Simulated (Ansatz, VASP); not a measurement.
## One calculation of TePb, two programs

```
Pb Te
1.0
     0.00000    3.33319    3.33319
     3.33319    0.00000    3.33319
     3.33319    3.33319    0.00000
Pb Te
1 1
Direct
  0.00000 0.00000 0.00000
  0.50000 0.50000 0.50000
```

Change from the starting cell: hydrostatic strain +2.0%.

Alike in both runs: task single point; functional PBE; k mesh 8 × 8 × 8; occupations fermi-dirac, width 0.02 eV; no spin polarisation.

```csv
,VASP,Ansatz
version,VASP 6.6.1,Ansatz 0.2.0
potentials or method,"VASP PAW PBE potentials, release 64 (Pb_d, Te)","plane waves, PAW"
plane-wave cutoff (eV),520,420
valence electrons in the cell,20,30
```

Ansatz gave:

| Item | Value |
| --- | --- |
| gap on the k mesh at the Fermi level (eV) | 0.90 |
| pressure (GPa) | -1.5 |

**Question.** Estimate VASP's values.

**Answer.** gap on the k mesh at the Fermi level (eV): 0.91; pressure (GPa): -1.6.

With one functional, cell and mesh, what is left measures potentials, basis and numerics. VASP's potentials hold 20 valence electrons a cell and Ansatz's 30, so a difference there can come from the potentials and not from the codes.

Spin-orbit coupling is off throughout.
